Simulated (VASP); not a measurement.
Here is a VASP 6.6.1 calculation.

Contents of INCAR:

```
SYSTEM = Si
ALGO = Normal
EDIFF = 1E-6
ENCUT = 520
ISIF = 2
ISMEAR = 0
LASPH = .True.
LCHARG = .True.
LELF = .True.
LREAL = .False.
LVHAR = .True.
LWAVE = .False.
NBANDS = 26
NELM = 100
PREC = Accurate
SIGMA = 0.15
```

File KPOINTS:

```
k-points
0
Gamma
  12 12 12
  0 0 0
```

POSCAR

```
Si
1.0
    0.0000000000      0.0000000000      4.9415225221
    2.6084913959     -4.5180396286      0.0000000000
    2.6084913958      4.5180396287      0.0000000000
Si
8
Direct
   -0.0354141865      0.5000000000      0.0000000000
    0.5000000000      0.5000000000      0.0000000000
    0.0000000000      0.0000000000      0.0000000000
    0.5000000000      0.0000000000      0.0000000000
    0.0000000000      0.5000000000      0.5000000000
    0.5000000000      0.5000000000      0.5000000000
    0.0000000000      0.0000000000      0.5000000000
    0.5000000000      0.0000000000      0.5000000000
```

Potentials or basis: VASP PAW LDA potentials, release 64 (Si).

Command:

```console
$ cat potpaw_LDA.64/Si/POTCAR > POTCAR
$ mpirun -np 1 vasp_std > vasp.out
```

(1) Estimate the largest force.

(2) Predict the band gap on the k mesh.

(3) What does it give for the pressure?

## Answers

(1) 1.378 eV/Å.

(2) zero (bands 16 and 17 overlap by 3.35 eV).

(3) 0.7 GPa.

Caveat: the cell differs from its parent crystal (atom 1 (Si) moved +0.175 Å towards its neighbour atom 2 (Si) at 2.471 Å); forces of over 1 eV/Å act on the atoms, so gaps and moduli don't describe the material at rest.
